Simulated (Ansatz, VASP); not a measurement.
# TiC: VASP beside Ansatz

```
CELL_PARAMETERS angstrom
0.00000 2.16637 2.16637
2.16637 0.00000 2.16637
2.16637 2.16637 0.00000
ATOMIC_POSITIONS crystal
Ti 0.50000 0.50000 0.50000
C 0.00000 0.00000 0.00000
```

Alike in both runs: functional PBE; k mesh 22 × 22 × 22; occupations gaussian, width 0.1 eV; no spin polarisation.

Ansatz relaxed the structure, and its values are those at the end. VASP's run is a single point on that final structure, the one shown.

```csv
,VASP,Ansatz
version,VASP 6.6.1,Ansatz 0.2.0
potentials or method,"VASP PAW PBE potentials, release 64 (Ti_sv, C), cutoff 520 eV","scalar-relativistic, plane waves, PAW"
valence electrons in the cell,16,16
```

|  | VASP | Ansatz | Ansatz less VASP |
| --- | --- | --- | --- |
| gap on the k mesh at the Fermi level (eV) | none | none | - |
| pressure (GPa) | 0.2 | 0.0 | -0.21 |

A gap of «none» marks a metal or a gap that the smearing closes. The functional is the same, so the differences come from potentials, cutoffs and numerics.
